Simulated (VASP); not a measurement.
# SiNi (Pnma) in VASP: notebook

The runs below take SiNi through single point, with BLYP, PBEsol, r2SCAN.

Program: VASP 6.6.1. These are calculated values, not measurements. Logs are shortened: lines on timing, memory, paths and dates and some standing lists are left out, and cuts for length are marked.

## (1) The cell of the first run

It takes space group Pnma (No. 62, orthorhombic). The conventional cell has a = 5.173 Å, b = 3.338 Å, c = 5.605 Å, α = 90.00°, β = 90.00°, γ = 90.00°. Within 3.0 Å of Ni (site symmetry m) lie 6 Si at 2.28 to 2.40 Å and 4 Ni at 2.68 to 2.69 Å. Within 3.0 Å of Si (site symmetry m) lie 6 Ni at 2.28 to 2.40 Å and 2 Si at 2.66 Å.

## (2) Single point, BLYP, collinear spin, ferromagnetic start

INCAR reads:

```
SYSTEM = SiNi
PREC = Accurate
ENCUT = 520
EDIFF = 1E-7
ISMEAR = -1
SIGMA = 0.05
LREAL = .False.
LASPH = .True.
NELM = 150
ALGO = Normal
ISIF = 2
LWAVE = .False.
LCHARG = .False.
ISPIN = 2
MAGMOM = 1 1 1 1 0 0 0 0
LORBIT = 11
LMAXMIX = 4
GGA = B5
ALDAX = 1.0
AGGAX = 1.0
AGGAC = 1.0
ALDAC = 0.0
NBANDS = 42
```

KPOINTS reads:

```
Automatic mesh
0
Gamma
  5 8 5
  0 0 0
```

POSCAR reads:

```
SiNi
1.0
    5.1731000000      0.0000000000      0.0000000000
    0.0000000000      3.3381000000      0.0000000000
    0.0000000000      0.0000000000      5.6049000000
Ni Si
4 4
Direct
    0.9922100000      0.7500000000      0.8124800000
    0.5077900000      0.2500000000      0.3124800000
    0.4922100000      0.7500000000      0.6875200000
    0.0077900000      0.2500000000      0.1875200000
    0.6787200000      0.2500000000      0.9175000000
    0.8212800000      0.7500000000      0.4175000000
    0.1787200000      0.2500000000      0.5825000000
    0.3212800000      0.7500000000      0.0825000000
```

Potentials or basis: VASP PAW PBE potentials, release 64 (Ni, Si).

Run with:

```sh
$ cat potpaw_PBE.64/Ni/POTCAR potpaw_PBE.64/Si/POTCAR > POTCAR
$ mpirun -np 1 vasp_std > vasp.out
```

OUTCAR:

```text
SYSTEM = SiNi
   PREC = Accurate
   ENCUT = 520
   EDIFF = 1E-7
   ISMEAR = -1
   LREAL = .False.
   LASPH = .True.
   NELM = 150
   ISIF = 2
   ISPIN = 2
   LORBIT = 11
   GGA = B5

 ion  position               nearest neighbor table
   1  0.992  0.750  0.812-   8 2.28   7 2.32   7 2.32   6 2.38   5 2.40   5 2.40   3 2.68   3 2.68
                             4 2.69   4 2.69
   2  0.508  0.250  0.312-   7 2.28   8 2.32   8 2.32   5 2.38   6 2.40   6 2.40   4 2.68   4 2.68
                             3 2.69   3 2.69
   3  0.492  0.750  0.688-   6 2.28   5 2.32   5 2.32   8 2.38   7 2.40   7 2.40   1 2.68   1 2.68
                             2 2.69   2 2.69
   4  0.008  0.250  0.188-   5 2.28   6 2.32   6 2.32   7 2.38   8 2.40   8 2.40   2 2.68   2 2.68
                             1 2.69   1 2.69
   5  0.679  0.250  0.917-   4 2.28   3 2.32   3 2.32   2 2.38   1 2.40   1 2.40   8 2.66   8 2.66

   6  0.821  0.750  0.417-   3 2.28   4 2.32   4 2.32   1 2.38   2 2.40   2 2.40   7 2.66   7 2.66

   7  0.179  0.250  0.583-   2 2.28   1 2.32   1 2.32   4 2.38   3 2.40   3 2.40   6 2.66   6 2.66

   8  0.321  0.750  0.083-   1 2.28   2 2.32   2 2.32   3 2.38   4 2.40   4 2.40   5 2.66   5 2.66

  LATTYP: Found a simple orthorhombic cell.
 ALAT       =     3.3381000000
 B/A-ratio  =     1.5497139091
 C/A-ratio  =     1.6790689314

  Lattice vectors:

 A1 = (   0.0000000000,  -3.3381000000,   0.0000000000)
 A2 = (   5.1731000000,   0.0000000000,   0.0000000000)
 A3 = (   0.0000000000,   0.0000000000,   5.6049000000)

Analysis of symmetry for initial positions (statically):
=====================================================================
 Subroutine PRICEL returns:
 Original cell was already a primitive cell.

 Routine SETGRP: Setting up the symmetry group for a
 simple orthorhombic supercell.

 Subroutine GETGRP returns: Found  8 space group operations
 (whereof  2 operations were pure point group operations)
 out of a pool of  8 trial point group operations.

The static configuration has the point symmetry S_2 .
 The point group associated with its full space group is D_2h.

Analysis of symmetry for dynamics (positions and initial velocities):
=====================================================================
 Subroutine PRICEL returns:
 Original cell was already a primitive cell.

 Routine SETGRP: Setting up the symmetry group for a
 simple orthorhombic supercell.

 Subroutine GETGRP returns: Found  8 space group operations
 (whereof  2 operations were pure point group operations)
 out of a pool of  8 trial point group operations.

The dynamic configuration has the point symmetry S_2 .
 The point group associated with its full space group is D_2h.

Analysis of structural, dynamic, and magnetic symmetry:
=====================================================================
 Subroutine PRICEL returns:
 Original cell was already a primitive cell.

 Routine SETGRP: Setting up the symmetry group for a
 simple orthorhombic supercell.

 Subroutine GETGRP returns: Found  8 space group operations
 (whereof  2 operations were pure point group operations)
 out of a pool of  8 trial point group operations.

The overall configuration has the point symmetry S_2 .
 The point group associated with its full space group is D_2h.

 Subroutine INISYM returns: Found  8 space group operations
 (whereof  2 operations are pure point group operations),
 and found     1 'primitive' translations

----------------------------------------------------------------------------------------

                                     Primitive cell

  volume of cell :      96.7872

  direct lattice vectors                    reciprocal lattice vectors
     5.173100000  0.000000000  0.000000000     0.193307688  0.000000000  0.000000000
     0.000000000  3.338100000  0.000000000     0.000000000  0.299571613  0.000000000
     0.000000000  0.000000000  5.604900000     0.000000000  0.000000000  0.178415315

  length of vectors
     5.173100000  3.338100000  5.604900000     0.193307688  0.299571613  0.178415315

  position of ions in fractional coordinates (direct lattice)
     0.992210000  0.750000000  0.812480000
     0.507790000  0.250000000  0.312480000
[... 75 lines left out ...]
   dimension x,y,z NGXF=    80 NGYF=   56 NGZF=   84
   ions per type =               4   4
   NGX,Y,Z   is equivalent  to a cutoff of  12.85, 13.94, 12.46 a.u.
   NGXF,Y,Z  is equivalent  to a cutoff of  25.71, 27.89, 24.92 a.u.
 SYSTEM =  SiNi
   PREC   = accura    normal or accurate (medium, high low for compatibility)
   ISTART =      0    job   : 0-new  1-cont  2-samecut
   ICHARG =      2    charge: 1-file 2-atom 10-const
   ISPIN  =      2    spin polarized calculation?
   LNONCOLLINEAR =      F non collinear calculations
   LSORBIT =      F    spin-orbit coupling
   LASPH  =      T    aspherical Exc in radial PAW
   ENCUT  =  520.0 eV  38.22 Ry    6.18 a.u.   9.62  6.21 10.42*2*pi/ulx,y,z
   NELM   =    150;   NELMIN=  2; NELMDL= -5     # of ELM steps
   EDIFF  = 0.1E-06   stopping-criterion for ELM
   LREAL  =      F    real-space projection
   EDIFFG = 0.1E-05   stopping-criterion for IOM
   NSW    =      0    number of steps for IOM
   IBRION =     -1    ionic relax: 0-MD 1-quasi-New 2-CG
   NFREE  =      0    steps in history (QN), initial steepest desc. (CG)
   ISIF   =      2    stress and relaxation
   ISYM   =      2    0-nonsym 1-usesym 2-fastsym
   POTIM  = 0.5000    time-step for ionic-motion
   TEBEG  =    0.0;   TEEND  =   0.0 temperature during run
   PSTRESS=    0.0 pullay stress
   NELECT =      56.0000    total number of electrons
   NUPDOWN=      -1.0000    fix difference up-down
   EMIN   =  10.00;   EMAX   =-10.00  energy-range for DOS
   EFERMI =   0.00;   METHOD = LEGACY
   ISMEAR =    -1;   SIGMA  =   0.05  broadening in eV -4-tet -1-fermi 0-gaus
   EFERMI_NEDOS =   21; number of points for ismear=-14 and -15
   IALGO  =     38    algorithm
   IMIX   =      4    mixing-type and parameters
     AMIX     =   0.40;   BMIX     =  1.00
     AMIX_MAG =   1.60;   BMIX_MAG =  1.00
  volume/ion in A,a.u.               =      12.10        81.64
  Fermi-wavevector in a.u.,A,eV,Ry     =   1.364158  2.577886 25.319466  1.860928
  Thomas-Fermi vector in A             =   2.490499
   LORBIT       =     11    0 simple, 1 ext, 2 COOP (PROOUT), +10 PAW based schemes
   GGA     = B5    functional components
   LHFCALC =     F    Hartree Fock is set to
   AEXX    =    0.0000 exact exchange contribution
   IVDW    =     0    specifies the selected vdW correction
   LEPSILON=     F    determine dielectric tensor
   LRPA    =     F    only Hartree local field effects (RPA)
 spin polarized calculation
  energy-cutoff  :      520.00
  volume of cell :       96.79
 maximum number of plane-waves:      2628
 NGX is ok and might be reduce to    40
   NGX = 19   NGY = 13   NGZ = 21

 number of electron      55.9999992 magnetization       0.0017530

 number of electron      55.9999992 magnetization      -0.0001395

 Free energy of the ion-electron system (eV)
  ---------------------------------------------------
  ext. energy  EPLUGINS =         0.00000000
  ---------------------------------------------------
  free energy    TOTEN  =       -39.61467335 eV

  energy without entropy =      -39.59590768  energy(sigma->0) =      -39.60529052

 E-fermi :  10.9569     XC(G=0): -11.5687

 val. band max:       10.9439923091   @ k =   0.2000   0.2500   0.0000
 cond. band min:      10.9619641527   @ k =   0.0000   0.5000   0.4000
 fundamental gap:      0.0179718435
 Fermi energy:        10.9568567416

 spin component 1

 k-point     1 :       0.0000    0.0000    0.0000
  band No.  band energies     occupation
      1      -1.9967      1.00000
      2       1.2606      1.00000
      3       2.6132      1.00000
      4       3.1411      1.00000
      5       4.4961      1.00000
      6       4.9165      1.00000
[... 1021 lines left out ...]
     39      18.1921      0.00000
     40      18.6320      0.00000

 [... further k-points ...]

 spin component 2

 k-point     1 :       0.0000    0.0000    0.0000
  band No.  band energies     occupation
      1      -1.9967      1.00000
      2       1.2606      1.00000
      3       2.6132      1.00000
      4       3.1411      1.00000
      5       4.4961      1.00000
      6       4.9165      1.00000
[... 1021 lines left out ...]
     39      18.1921      0.00000
     40      18.6320      0.00000

 [... further k-points ...]

 [bands above 40 left out]

------------------------ aborting loop because EDIFF is reached ----------------------------------------

  FORCE on cell =-STRESS in cart. coord.  units (eV):
  Direction    XX          YY          ZZ          XY          YZ          ZX
  --------------------------------------------------------------------------------------
  -------------------------------------------------------------------------------------
  Total        5.3561336      7.0761344      6.4875208      0.0000000      0.0000000      0.0000000
  in kB       88.6633017    117.1355098    107.3918345      0.0000000      0.0000000      0.0000000
  external PRESSURE =     104.3968820 kB  Pullay stress =       0.0000000 kB

 VOLUME and BASIS-vectors are now :
 -----------------------------------------------------------------------------
  energy-cutoff  :      520.00
  volume of cell :       96.79
      direct lattice vectors                 reciprocal lattice vectors
     5.173100000  0.000000000  0.000000000     0.193307688  0.000000000  0.000000000
     0.000000000  3.338100000  0.000000000     0.000000000  0.299571613  0.000000000
     0.000000000  0.000000000  5.604900000     0.000000000  0.000000000  0.178415315

 POSITION                                       TOTAL-FORCE (eV/Angst)
 -----------------------------------------------------------------------------------
      5.13280      2.50357      4.55387         0.026459      0.000000     -0.144559
      2.62685      0.83452      1.75142        -0.026459     -0.000000     -0.144559
      2.54625      2.50357      3.85348         0.026459     -0.000000      0.144559
      0.04030      0.83452      1.05103        -0.026459      0.000000      0.144559
      3.51109      0.83452      5.14250         0.055580     -0.000000     -0.003115
      4.24856      2.50357      2.34005        -0.055580     -0.000000     -0.003115
      0.92454      0.83452      3.26485         0.055580      0.000000      0.003115
      1.66201      2.50357      0.46240        -0.055580     -0.000000      0.003115
 -----------------------------------------------------------------------------------
    total drift:                               -0.000000      0.000000     -0.000000

  FREE ENERGIE OF THE ION-ELECTRON SYSTEM (eV)
  ---------------------------------------------------
  free  energy   TOTEN  =       -39.6146733509 eV

  energy  without entropy=      -39.5959076845  energy(sigma->0) =      -39.60529052

 total charge

# of ion       s       p       d       tot
------------------------------------------
    1        0.501   0.635   8.490   9.626
    2        0.501   0.635   8.490   9.626
    3        0.501   0.635   8.490   9.626
    4        0.501   0.635   8.490   9.626
    5        0.772   0.864   0.000   1.636
    6        0.772   0.864   0.000   1.636
    7        0.772   0.864   0.000   1.636
    8        0.772   0.864   0.000   1.636
--------------------------------------------------
tot          5.095   5.996  33.959  45.050

 magnetization (x)

# of ion       s       p       d       tot
------------------------------------------
    1       -0.000   0.000  -0.000  -0.000
    2       -0.000   0.000  -0.000  -0.000
    3       -0.000   0.000  -0.000  -0.000
    4       -0.000   0.000  -0.000  -0.000
    5       -0.000  -0.000   0.000  -0.000
    6       -0.000  -0.000   0.000  -0.000
    7       -0.000  -0.000   0.000  -0.000
    8       -0.000  -0.000   0.000  -0.000
--------------------------------------------------
tot         -0.000   0.000  -0.000  -0.000
```

Wall time 5.9 min (1 thread of Intel Xeon Platinum 8488C (Sapphire Rapids), shared host); peak memory 0.4 GiB.

Results:

```yaml
Free_energy: -39.6147 eV
Pressure: 10.4 GPa
Largest_force: 0.147 eV/Å
Band_gap_on_the_k_mesh: zero (filled and empty bands overlap)
Net_moment: 0.00 μB per cell
Valence_electrons_inside_the_program's_atomic_spheres: Ni 9.63; Si 1.64
```

Forces in eV/Å, atoms in the order of the input:
```
Ni   0.026  0.000 -0.145
Ni  -0.026  0.000 -0.145
Ni   0.026  0.000  0.145
Ni  -0.026  0.000  0.145
Si   0.056  0.000 -0.003
Si  -0.056  0.000 -0.003
Si   0.056  0.000  0.003
Si  -0.056  0.000  0.003
```

Levels at points of the mesh, in eV from the Fermi level:
Spin up:
| k point | band 26 | band 27 | band 28 | band 29 | band 30 | band 31 |
| --- | --- | --- | --- | --- | --- | --- |
| (0.00, 0.00, 0.00) | -1.24 | -1.03 | -0.98 | 0.53 | 1.15 | 3.35 |
| (0.00, 0.50, 0.00) | -1.93 | -1.41 | -1.41 | -0.67 | -0.67 | 1.98 |
Spin down:
```csv
k point,band 25,band 26,band 27,band 28,band 29,band 30,band 31,band 32
"(0.00, 0.00, 0.00)",-1.89,-1.24,-1.03,-0.98,0.53,1.15,3.35,3.97
"(0.00, 0.50, 0.00)",-1.93,-1.93,-1.41,-1.41,-0.67,-0.67,1.98,1.98
```

Caveat: the cell stands under pressure; the moments typed at the start vanished in this run; the PAW data sets were made with another functional, which shifts forces and pressure a little.

## (3) Single point, PBEsol, collinear spin, ferromagnetic start

INCAR reads:

```
SYSTEM = SiNi
ALGO = Normal
EDIFF = 1E-7
ENCUT = 520
GGA = PS
ISIF = 2
ISMEAR = -1
ISPIN = 2
LASPH = .TRUE.
LCHARG = .TRUE.
LELF = .TRUE.
LMAXMIX = 4
LORBIT = 11
LREAL = .FALSE.
LVHAR = .TRUE.
LWAVE = .FALSE.
MAGMOM = 1.5 1.5 1.5 1.5 0 0 0 0
NBANDS = 42
NELM = 150
NUPDOWN = 6.0
PREC = Accurate
SIGMA = 0.05
```

KPOINTS reads:

```
k-points
0
G
  5 7 4
  0 0 0
```

POSCAR is that of step 2.

Potentials or basis: VASP PAW PBE potentials, release 64 (Ni, Si).

Run with:

```sh
$ cat potpaw_PBE.64/Ni/POTCAR potpaw_PBE.64/Si/POTCAR > POTCAR
$ mpirun -np 1 vasp_std > vasp.out
```

It took 7.7 min on 1 thread of Oxide Virtual Turin-like, shared host; peak memory 0.33 GiB.

Results (log left out):

| Item | Value |
| --- | --- |
| Free energy | -46.8881 eV |
| Pressure | 9.3 GPa |
| Largest force | 0.390 eV/Å |
| Net moment | 6.00 μB per cell |
| Site moments | Ni +0.96; Si +0.24 μB |
| Valence electrons inside the program's atomic spheres | Ni 9.55; Si 1.65 |

Forces on the atoms (eV/Å):
```
Ni  -0.327  0.000  0.007
Ni   0.327  0.000  0.007
Ni  -0.327  0.000 -0.007
Ni   0.327  0.000 -0.007
Si  -0.369  0.000  0.128
Si   0.369  0.000  0.128
Si  -0.369  0.000 -0.128
Si   0.369  0.000 -0.128
```

Stress tensor (GPa, compression positive):
```
 7.80  0.00  0.00
 0.00  9.88  0.00
 0.00  0.00 10.16
```

Caveat: the cell stands under pressure; the PAW data sets were made with another functional, which shifts forces and pressure a little; the total moment is fixed, so each spin has its own Fermi level and the state may be an excited one.

(Part 1 of 2 ends here.)

The gap in the log of VASP goes by the Fermi energy; the results here count the filled bands.